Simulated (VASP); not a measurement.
A run of VASP 6.6.1 is set up as follows.

Contents of INCAR:

```
SYSTEM = Hg
PREC = Accurate ; ENCUT = 520
EDIFF = 1E-7 ; ISMEAR = -1
SIGMA = 0.1 ; LREAL = .FALSE.
LASPH = .TRUE. ; NELM = 80
ALGO = Normal ; ISIF = 2
LWAVE = .FALSE. ; LCHARG = .TRUE.
GGA = PS ; LELF = .TRUE.
LVHAR = .TRUE. ; NBANDS = 32
```

Contents of KPOINTS:

```
Automatic mesh
0
G
  13 13 4
  0 0 0
```

Contents of POSCAR:

```
Hg
1.0
    3.0566156782      0.0000000000      0.0000000000
   -1.5283078391      2.6471068269      0.0000000000
    0.0000000000      0.0000000000     10.2136339437
Hg
4
Direct
    0.0000000000      1.0000000000      1.0000000000
    0.0000000000      1.0000000000      0.5000000000
    0.3333333333      0.6666666667      0.2500000000
    0.6666666667      0.3333333333      0.7500000000
```

Potentials or basis: VASP PAW PBE potentials, release 64 (Hg).

The run is started by

```console
$ cat potpaw_PBE.64/Hg/POTCAR > POTCAR
$ mpirun -np 1 vasp_std > vasp.out
```

Problem. Predict the pressure.

Solution. 8.1 GPa.

Problem. Estimate the band gap on the k mesh.

Solution. Zero (band 24 reaches 4.15 eV, above the bottom of band 25 at 2.15 eV).

Stress tensor (GPa, compression positive):
```
8.29 0.00 0.00
0.00 8.29 0.00
0.00 0.00 7.65
```

Caveat: the PAW data sets were made with another functional, which shifts forces and pressure a little; spin-orbit coupling is left out, which moves the levels of the heavy elements.
